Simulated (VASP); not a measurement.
# Ba (P6_3/mmc) in VASP: notebook

The runs below take Ba through single point, relaxation of cell and atoms, with PBE.

Everything below comes from runs of VASP 6.6.1. Logs are shortened: lines on timing, memory, paths and dates and some standing lists are left out, and cuts for length are marked.

## Step 1: The cell of the first run

It takes space group P6_3/mmc (No. 194, hexagonal). The conventional cell has a = 3.525 Å, b = 3.525 Å, c = 11.319 Å, α = 90.00°, β = 90.00°, γ = 120.00°. Ba (site symmetry -3m) has 12 Ba at 3.49 to 3.52 Å within 4.6 Å. Ba (site symmetry -6m2) has 12 Ba at 3.49 to 3.52 Å within 4.6 Å.

This isn't the form of Ba at room conditions, which is bcc.

## Step 2: Single point, PBE

INCAR reads:

```
PREC     = Accurate       # precision mode
ENCUT    = 520            # plane-wave cutoff, eV
EDIFF    = 1E-6           # SCF threshold, eV
ISMEAR   = -1             # smearing method
SIGMA    = 0.05           # smearing width, eV
LREAL    = F              # projectors in reciprocal space
LASPH    = T              # aspherical terms in the spheres
NELM     = 60             # most SCF steps
ALGO     = Normal         # electronic algorithm
ISIF     = 2              # what is computed and relaxed
LWAVE    = F              # write WAVECAR
LCHARG   = F              # write CHGCAR
GGA      = PE             # functional
NBANDS   = 28             # bands
```

KPOINTS reads:

```
regular mesh
0
Gamma
  10 10 3
```

POSCAR reads:

```
Ba
1.0
    3.5249566086      0.0000000000      0.0000000000
   -1.7624783043      3.0527019702      0.0000000000
    0.0000000000      0.0000000000     11.3185406840
Ba
4
Direct
    0.0000000000      0.0000000000      0.0000000000
    0.0000000000      0.0000000000      0.5000000000
    0.3333333333      0.6666666667      0.2500000000
    0.6666666667      0.3333333333      0.7500000000
```

Potentials or basis: VASP PAW PBE potentials, release 64 (Ba_sv).

Run with:

```console
$ cat potpaw_PBE.64/Ba_sv/POTCAR > POTCAR
$ mpirun -np 1 vasp_std > vasp.out
```

OUTCAR:

```text
PREC = Accurate
   ENCUT = 520
   EDIFF = 1E-6
   ISMEAR = -1
   LREAL = F
   LASPH = T
   NELM = 60
   ISIF = 2
   GGA = PE

 ion  position               nearest neighbor table
   1  0.000  0.000  0.000-   3 3.49   4 3.49   3 3.49   4 3.49   4 3.49   3 3.49
   2  0.000  0.000  0.500-   3 3.49   4 3.49   3 3.49   4 3.49   4 3.49   3 3.49
   3  0.333  0.667  0.250-   1 3.49   2 3.49   1 3.49   2 3.49   1 3.49   2 3.49
   4  0.667  0.333  0.750-   1 3.49   2 3.49   1 3.49   2 3.49   1 3.49   2 3.49

  LATTYP: Found a hexagonal cell.
 ALAT       =     3.5249566086
 C/A-ratio  =     3.2109730532

  Lattice vectors:

 A1 = (   3.5249566086,   0.0000000000,   0.0000000000)
 A2 = (  -1.7624783043,   3.0527019702,   0.0000000000)
 A3 = (   0.0000000000,   0.0000000000,  11.3185406840)

Analysis of symmetry for initial positions (statically):
=====================================================================
 Subroutine PRICEL returns:
 Original cell was already a primitive cell.

 Routine SETGRP: Setting up the symmetry group for a
 hexagonal supercell.

 Subroutine GETGRP returns: Found 24 space group operations
 (whereof 12 operations were pure point group operations)
 out of a pool of 24 trial point group operations.

The static configuration has the point symmetry D_3d.
 The point group associated with its full space group is D_6h.

Analysis of symmetry for dynamics (positions and initial velocities):
=====================================================================
 Subroutine PRICEL returns:
 Original cell was already a primitive cell.

 Routine SETGRP: Setting up the symmetry group for a
 hexagonal supercell.

 Subroutine GETGRP returns: Found 24 space group operations
 (whereof 12 operations were pure point group operations)
 out of a pool of 24 trial point group operations.

The dynamic configuration has the point symmetry D_3d.
 The point group associated with its full space group is D_6h.

 Subroutine INISYM returns: Found 24 space group operations
 (whereof 12 operations are pure point group operations),
 and found     1 'primitive' translations

----------------------------------------------------------------------------------------

                                     Primitive cell

  volume of cell :     121.7948

  direct lattice vectors                    reciprocal lattice vectors
     3.524956609  0.000000000  0.000000000     0.283691435  0.163789327  0.000000000
    -1.762478304  3.052701970  0.000000000     0.000000000  0.327578653  0.000000000
     0.000000000  0.000000000 11.318540684     0.000000000  0.000000000  0.088350612

  length of vectors
     3.524956609  3.524956609 11.318540684     0.327578653  0.327578653  0.088350612

  position of ions in fractional coordinates (direct lattice)
     0.000000000  0.000000000  0.000000000
     0.000000000  0.000000000  0.500000000
     0.333333333  0.666666667  0.250000000
     0.666666667  0.333333333  0.750000000

  ion indices of the primitive-cell ions
   primitive index   ion index
                 1           1
                 2           2
                 3           3
                 4           4

----------------------------------------------------------------------------------------

 KPOINTS: regular mesh

Automatic generation of k-mesh.
 Grid dimensions read from file:
 generate k-points for:   10   10    3

 Generating k-lattice:

  Cartesian coordinates                     Fractional coordinates (reciprocal lattice)
     0.028369144  0.016378933  0.000000000     0.100000000 -0.000000000  0.000000000
     0.000000000  0.032757865  0.000000000     0.000000000  0.100000000  0.000000000
     0.000000000  0.000000000  0.029450204     0.000000000  0.000000000  0.333333333

  Length of vectors
     0.032757865  0.032757865  0.029450204

  Shift w.r.t. Gamma in fractional coordinates (k-lattice)
     0.000000000  0.000000000  0.000000000

 Subroutine IBZKPT returns following result:
 ===========================================

 Found     28 irreducible k-points:

 Following reciprocal coordinates:
            Coordinates               Weight
  0.000000  0.000000  0.000000      1.000000
  0.100000 -0.000000  0.000000      6.000000
  0.200000 -0.000000  0.000000      6.000000
  0.300000 -0.000000  0.000000      6.000000
  0.400000  0.000000  0.000000      6.000000
  0.500000 -0.000000  0.000000      3.000000
[... 16 lines left out ...]
  0.300000  0.100000  0.333333     24.000000
  0.400000  0.100000  0.333333     24.000000
 [... further k-points ...]
   k-points           NKPTS =     28   k-points in BZ     NKDIM =     28   number of bands    NBANDS=     28
   number of dos      NEDOS =    301   number of ions     NIONS =      4
   total plane-waves  NPLWV =  65856
   dimension x,y,z NGX =    28 NGY =   28 NGZ =   84
   dimension x,y,z NGXF=    56 NGYF=   56 NGZF=  168
   ions per type =               4
   NGX,Y,Z   is equivalent  to a cutoff of  13.21, 13.21, 12.34 a.u.
   NGXF,Y,Z  is equivalent  to a cutoff of  26.41, 26.41, 24.68 a.u.
 SYSTEM =  unknown system
   PREC   = accura    normal or accurate (medium, high low for compatibility)
   ISTART =      0    job   : 0-new  1-cont  2-samecut
   ICHARG =      2    charge: 1-file 2-atom 10-const
   ISPIN  =      1    spin polarized calculation?
   LNONCOLLINEAR =      F non collinear calculations
   LSORBIT =      F    spin-orbit coupling
   LASPH  =      T    aspherical Exc in radial PAW
   ENCUT  =  520.0 eV  38.22 Ry    6.18 a.u.   6.55  6.55 21.04*2*pi/ulx,y,z
   NELM   =     60;   NELMIN=  2; NELMDL= -5     # of ELM steps
   EDIFF  = 0.1E-05   stopping-criterion for ELM
   LREAL  =      F    real-space projection
   EDIFFG = 0.1E-04   stopping-criterion for IOM
   NSW    =      0    number of steps for IOM
   IBRION =     -1    ionic relax: 0-MD 1-quasi-New 2-CG
   NFREE  =      0    steps in history (QN), initial steepest desc. (CG)
   ISIF   =      2    stress and relaxation
   ISYM   =      2    0-nonsym 1-usesym 2-fastsym
   POTIM  = 0.5000    time-step for ionic-motion
   TEBEG  =    0.0;   TEEND  =   0.0 temperature during run
   PSTRESS=    0.0 pullay stress
   NELECT =      40.0000    total number of electrons
   NUPDOWN=      -1.0000    fix difference up-down
   EMIN   =  10.00;   EMAX   =-10.00  energy-range for DOS
   EFERMI =   0.00;   METHOD = LEGACY
   ISMEAR =    -1;   SIGMA  =   0.05  broadening in eV -4-tet -1-fermi 0-gaus
   EFERMI_NEDOS =   21; number of points for ismear=-14 and -15
   IALGO  =     38    algorithm
   IMIX   =      4    mixing-type and parameters
     AMIX     =   0.40;   BMIX     =  1.00
     AMIX_MAG =   1.60;   BMIX_MAG =  1.00
  volume/ion in A,a.u.               =      30.45       205.48
  Fermi-wavevector in a.u.,A,eV,Ry     =   1.129498  2.134441 17.357832  1.275765
  Thomas-Fermi vector in A             =   2.266191
   LORBIT       =      0    0 simple, 1 ext, 2 COOP (PROOUT), +10 PAW based schemes
   GGA     = PE    functional components
   LHFCALC =     F    Hartree Fock is set to
   AEXX    =    0.0000 exact exchange contribution
   IVDW    =     0    specifies the selected vdW correction
   LEPSILON=     F    determine dielectric tensor
   LRPA    =     F    only Hartree local field effects (RPA)
 non-spin polarized calculation
  energy-cutoff  :      520.00
  volume of cell :      121.79
 maximum number of plane-waves:      3324
 NGX is ok and might be reduce to    28
   NGX = 13   NGY = 13   NGZ = 43

 number of electron      39.9999998 magnetization

 Free energy of the ion-electron system (eV)
  ---------------------------------------------------
  ext. energy  EPLUGINS =         0.00000000
  ---------------------------------------------------
  free energy    TOTEN  =        -3.36535395 eV

  energy without entropy =       -3.31646684  energy(sigma->0) =       -3.34091040

 E-fermi :   5.0783     XC(G=0): -10.1686

 val. band max:        5.0733503603   @ k =   0.3000  -0.0000   0.3333
 cond. band min:       5.0873235637   @ k =   0.3000  -0.0000   0.0000
 fundamental gap:      0.0139732034
 Fermi energy:         5.0783363953

 k-point     1 :       0.0000    0.0000    0.0000
  band No.  band energies     occupation
      1     -23.6187      2.00000
      2     -23.3001      2.00000
      3     -23.2714      2.00000
      4     -22.9137      2.00000
      5     -10.3260      2.00000
      6      -8.8240      2.00000
[... 20 lines left out ...]
     27       7.5492      0.00000
     28       7.7524      0.00000

 k-point     2 :       0.1000   -0.0000    0.0000
  band No.  band energies     occupation
      1     -23.5684      2.00000
      2     -23.2611      2.00000
      3     -23.2324      2.00000
      4     -22.8890      2.00000
      5     -10.2377      2.00000
      6      -8.8531      2.00000
[... 20 lines left out ...]
     27       7.4147      0.00000
     28       8.0740      0.00000

 k-point     3 :       0.2000   -0.0000    0.0000
  band No.  band energies     occupation
      1     -23.4295      2.00000
      2     -23.1566      2.00000
      3     -23.1277      2.00000
      4     -22.8273      2.00000
      5      -9.9862      2.00000
      6      -9.0550      2.00000
[... 20 lines left out ...]
     27       7.8335      0.00000
     28       8.0381      0.00000

 k-point     4 :       0.3000   -0.0000    0.0000
  band No.  band energies     occupation
      1     -23.2380      2.00000
      2     -23.0220      2.00000
      3     -22.9930      2.00000
      4     -22.7613      2.00000
      5      -9.6874      2.00000
      6      -9.5599      2.00000
[... 578 lines left out ...]
     27       7.8136      0.00000
     28       8.0440      0.00000

 k-point    23 :       0.3000    0.1000    0.3333
  band No.  band energies     occupation
      1     -23.0921      2.00000
      2     -23.0250      2.00000
      3     -22.8323      2.00000
      4     -22.7608      2.00000
      5      -9.8043      2.00000
      6      -9.6485      2.00000
[... 20 lines left out ...]
     27       8.2225      0.00000
     28       8.4146      0.00000

 k-point    24 :       0.4000    0.1000    0.3333
  band No.  band energies     occupation
      1     -22.9540      2.00000
      2     -22.9114      2.00000
      3     -22.7882      2.00000
      4     -22.7441      2.00000
      5     -10.0584      2.00000
      6      -9.9819      2.00000
[... 20 lines left out ...]
     27       8.7146      0.00000
     28       8.9723      0.00000

 [... further k-points ...]

------------------------ aborting loop because EDIFF is reached ----------------------------------------

  FORCE on cell =-STRESS in cart. coord.  units (eV):
  Direction    XX          YY          ZZ          XY          YZ          ZX
  --------------------------------------------------------------------------------------
  -------------------------------------------------------------------------------------
  Total       12.4867673     12.4867673     12.5964388     -0.0000000     -0.0000000      0.0000000
  in kB      164.2600617    164.2600617    165.7027609     -0.0000000     -0.0000000      0.0000000
  external PRESSURE =     164.7409614 kB  Pullay stress =       0.0000000 kB

 VOLUME and BASIS-vectors are now :
 -----------------------------------------------------------------------------
  energy-cutoff  :      520.00
  volume of cell :      121.79
      direct lattice vectors                 reciprocal lattice vectors
     3.524956609  0.000000000  0.000000000     0.283691435  0.163789327  0.000000000
    -1.762478304  3.052701970  0.000000000     0.000000000  0.327578653  0.000000000
     0.000000000  0.000000000 11.318540684     0.000000000  0.000000000  0.088350612

 POSITION                                       TOTAL-FORCE (eV/Angst)
 -----------------------------------------------------------------------------------
      0.00000      0.00000      0.00000        -0.000000     -0.000000     -0.000000
      0.00000      0.00000      5.65927        -0.000000     -0.000000     -0.000000
     -0.00000      2.03513      2.82964         0.000000      0.000000      0.000000
      1.76248      1.01757      8.48891         0.000000      0.000000      0.000000
 -----------------------------------------------------------------------------------
    total drift:                                0.000000     -0.000000      0.000000

  FREE ENERGIE OF THE ION-ELECTRON SYSTEM (eV)
  ---------------------------------------------------
  free  energy   TOTEN  =        -3.3653539528 eV

  energy  without entropy=       -3.3164668411  energy(sigma->0) =       -3.34091040
```

It took 2 min on 1 thread of Oxide Virtual Turin-like, shared host; peak memory 0.23 GiB.

Results:

```yaml
Free_energy: -3.3654 eV
Pressure: 16.5 GPa
Band_gap_on_the_k_mesh: zero (bands 20 and 21 overlap by 1.30 eV)
```

Stress tensor (GPa, compression positive):
```
16.43  0.00  0.00
 0.00 16.43  0.00
 0.00  0.00 16.57
```

Levels at points of the mesh, in eV from the Fermi level:
```csv
k point,band 16,band 17,band 18,band 19,band 20,band 21,band 22,band 23,band 24,band 25
"(0.00, 0.00, 0.00)",-11.98,-1.97,-1.43,-0.78,-0.76,1.93,1.93,2.07,2.07,2.34
"(0.50, 0.00, 0.00)",-12.44,-2.09,-1.95,-1.43,-0.81,-0.33,0.47,0.61,1.70,1.85
```

Caveat: the cell stands under pressure; spin-orbit coupling is left out, which moves the levels of the heavy elements.

(Continued in part 2 of 2.)
